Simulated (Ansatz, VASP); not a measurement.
# Two plane-wave programs on W

```xyz
6
Lattice="2.0186 -2.0186 0.0000 2.0186 0.0000 -2.0186 8.0744 8.0744 8.0744" Properties=species:S:1:pos:R:3 pbc="T T T"
W     4.0372    0.0000    0.0000
W     0.0000    0.0000    0.0000
W     4.0372    2.0186    2.0186
W     8.0744    4.0372    4.0372
W     4.0372    4.0372    4.0372
W     8.0744    6.0558    6.0558
```

Alike in both runs: task single point; functional PBE; k mesh 17 × 17 × 3; occupations gaussian, width 0.15 eV; no spin polarisation.

|  | VASP | Ansatz |
| --- | --- | --- |
| version | VASP 6.6.1 | Ansatz 0.2.0 |
| potentials or method | VASP PAW PBE potentials, release 64 (W_sv), cutoff 520 eV | scalar-relativistic, plane waves, PAW |
| valence electrons in the cell | 84 | 84 |

```csv
,VASP,Ansatz,Ansatz less VASP
gap on the k mesh at the Fermi level (eV),none,none,-
pressure (GPa),0.5,0.1,-0.47
```

A gap of «none» marks a metal or a gap that the smearing closes.

Neither program's run includes spin-orbit coupling.
